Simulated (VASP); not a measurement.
Runs of VASP 6.6.1 on Pt. The structure is that of space group Fm-3m (No. 225), or close to it. The cells are those of the table. 

```tsv
task	cell	k mesh	cutoff (eV)	gap on the mesh (eV)	pressure (GPa)	relaxed volume (Å³/atom)
single point	a = 2.807 Å, angles 60.0, 60.0, 90.0°, 1 atom	12 × 12 × 17	520	none	(a)	-
single point	a = 2.807 Å, angles 60.0°, 1 atom	18 × 18 × 18	520	none	-0.5	-
relaxation of cell and atoms	relaxed from a = 2.805 Å, angles 60.0°, 1 atom	18 × 18 × 18	600	none	0.0	(b)
single point	a = 2.805 Å, angles 60.0°, 1 atom	8 × 8 × 8	520	none	-0.6	-
relaxation of cell and atoms	relaxed from a = 2.772 Å, angles 60.0°, 1 atom	8 × 8 × 8	600	none	-0.3	15.59
```

Alike in all rows: level PBE; potentials or basis VASP PAW PBE potentials, release 64 (Pt); no spin polarisation; smearing gaussian 0.1 eV.

**Question.** Fill in the values left out.

**Answer.** (a) -0.4; (b) 15.62.

Caveats: spin-orbit coupling is left out, which moves the levels of the heavy elements.

A k mesh can miss the band edges, and the runs leave out spin-orbit coupling on Pt.

A gap of «none» marks levels without a gap at the run's occupations.
